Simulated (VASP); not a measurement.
Input of a VASP 6.6.1 run:

INCAR

```
PREC = Accurate ; ENCUT = 520
EDIFF = 1E-7 ; ISMEAR = 0
SIGMA = 0.15 ; LREAL = F
LASPH = T ; NELM = 80
ALGO = Normal ; ISIF = 2
LWAVE = F ; LCHARG = F
GGA = PS ; NBANDS = 14
```

KPOINTS

```
Automatic mesh
0
Gamma
  16 16 16
```

File POSCAR:

```
HfB
1.0
    0.0000000000      2.3936993068      2.3936993068
    2.5612582583      0.0000000000      2.3936993068
    2.5612582583      2.3936993068      0.0000000000
Hf B
1 1
Direct
    0.4985704626      0.5014295374      0.5014295374
    0.0236036330     -0.0236036330     -0.0236036330
```

Potentials or basis: VASP PAW PBE potentials, release 64 (Hf_pv, B).

Run with:

```sh
$ cat potpaw_PBE.64/Hf_pv/POTCAR potpaw_PBE.64/B/POTCAR > POTCAR
$ mpirun -np 1 vasp_std > vasp.out
```

Estimate the largest force.

0.510 eV/Å.

Predict the band gap on the k mesh.

zero (an odd number of electrons rules out a gap without spin polarisation).

Predict the pressure.

-8.7 GPa.

Stress tensor (GPa, compression positive):
```
-19.10   0.00   0.00
  0.00  -3.56   0.00
  0.00   0.00  -3.56
```

Caveat: the cell differs from its parent crystal (atoms displaced along a vibrational mode, the cell strained); the cell stands under tension; the PAW data sets were made with another functional, which shifts forces and pressure a little; spin-orbit coupling is left out, which moves the levels of the heavy elements.
